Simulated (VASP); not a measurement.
HfSn3S8, 12 atoms in the cell. It takes space group P-3m1 (No. 164, trigonal). Conventional cell: a = 3.689 Å, b = 3.689 Å, c = 27.794 Å, α = 90.00°, β = 90.00°, γ = 120.00°. Within 3.4 Å of Hf (site symmetry -3m) lie 6 S at 2.57 Å. Within 3.4 Å of Sn (site symmetry -3m) lie 6 S at 2.60 Å. Sn (site symmetry 3m) has 6 S at 2.60 Å within 3.4 Å. S (site symmetry 3m) has 3 Sn at 2.60 Å within 3.4 Å. S (site symmetry 3m) has 3 Sn at 2.60 Å within 3.4 Å. Within 3.4 Å of S (site symmetry 3m) lie 3 Hf at 2.57 Å. S (site symmetry 3m) has 3 Sn at 2.60 Å within 3.4 Å. 

| Item | Value |
| --- | --- |
| Program | VASP 6.6.1 |
| Task | single point |
| Functional | PBE |
| Potentials or basis | VASP PAW PBE potentials, release 64 (Hf_pv, Sn_d, S) |
| Cutoff | 520 eV |
| k mesh | 12 × 12 × 1 |
| Occupations | gaussian, width 0.01 eV |
| Spin | no spin polarisation |
| Dipole correction | no |
| Further INCAR settings | ALGO = Normal; EDIFF = 1e-06; NBANDS = 62 |

Potentials or basis: VASP PAW PBE potentials, release 64 (Hf_pv, Sn_d, S).

The run is started by

```sh
$ cat potpaw_PBE.64/Hf_pv/POTCAR potpaw_PBE.64/Sn_d/POTCAR potpaw_PBE.64/S/POTCAR > POTCAR
$ mpirun -np 1 vasp_std > vasp.out
```

Hardware: 1 thread of Oxide Virtual Turin-like Processor, on a shared host.

Q: How long does it take, and how much memory?

A: It took 17 min on 1 thread of Oxide Virtual Turin-like Processor, on a shared host, peak memory 0.58 GiB. Counts: scf iterations 19, k points 19.
